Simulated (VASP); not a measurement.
## Cs2SiF2: single point with PBE

Crystal: Cs2SiF2.

```
Cs Si F
1.0
     0.00000    0.00000    5.91814
     6.74674   -3.56368    2.95907
     6.74674    3.56368   -2.95907
Cs Si F
4 2 4
Direct
  0.33640 0.01470 0.68750
  0.66360 0.98530 0.31250
  0.16360 0.68750 0.01470
  0.83640 0.31250 0.98530
  0.25000 0.50000 0.50000
  0.75000 0.50000 0.50000
  0.34800 0.73930 0.43530
  0.65200 0.26070 0.56470
  0.15200 0.43530 0.73930
  0.84800 0.56470 0.26070
```

- Program: VASP 6.6.1
- Task: single point
- Functional: PBE
- Potentials or basis: VASP PAW PBE potentials, release 64 (Cs_sv, Si, F)
- Cutoff: 520 eV
- k mesh: 6 × 6 × 6
- Occupations: tetrahedron
- Spin: no spin polarisation

```json
{"Pressure": "4.7 GPa", "Largest force": "1.202 eV/Å", "Band gap on the k mesh": "zero (bands 36 and 37 overlap by 0.44 eV)"}
```

Forces in eV/Å, atoms in the order of the input:
```
Cs  -0.123 -0.106  0.000
Cs   0.123  0.106  0.000
Cs  -0.123  0.106  0.000
Cs   0.123 -0.106  0.000
Si   0.000  0.000  0.000
Si   0.000  0.000  0.000
F    0.916 -0.777  0.000
F   -0.916  0.777  0.000
F    0.916  0.777  0.000
F   -0.916 -0.777  0.000
```

Stress tensor (GPa, compression positive):
```
2.83 0.00 0.00
0.00 3.16 0.00
0.00 0.00 8.16
```

Levels at points of the mesh, in eV from the Fermi level:
```tsv
k point	band 34	band 35	band 36	band 37	band 38	band 39
(0.00, 0.00, 0.00)	-2.36	-0.27	-0.15	-0.12	0.09	1.05
(0.50, 0.00, 0.00)	-3.11	0.00	0.00	0.49	0.49	0.56
(0.00, 0.50, 0.00)	-2.36	-0.66	0.11	0.15	0.46	0.49
(0.50, 0.50, 0.00)	-3.16	-0.12	-0.12	0.37	0.37	0.72
(0.00, 0.50, 0.50)	-2.37	-0.87	-0.44	-0.19	0.36	0.62
```

It took 30 min on 1 thread of Intel Xeon 8259CL, on a shared host, peak memory 0.78 GiB.

Caveat: the stress differs along the axes, from 3 to 8 GPa; spin-orbit coupling is left out, which moves the levels of the heavy elements; forces of over 1 eV/Å act on the atoms, so gaps and moduli don't describe the material at rest; tetrahedron occupations give inexact forces and stress in metals.
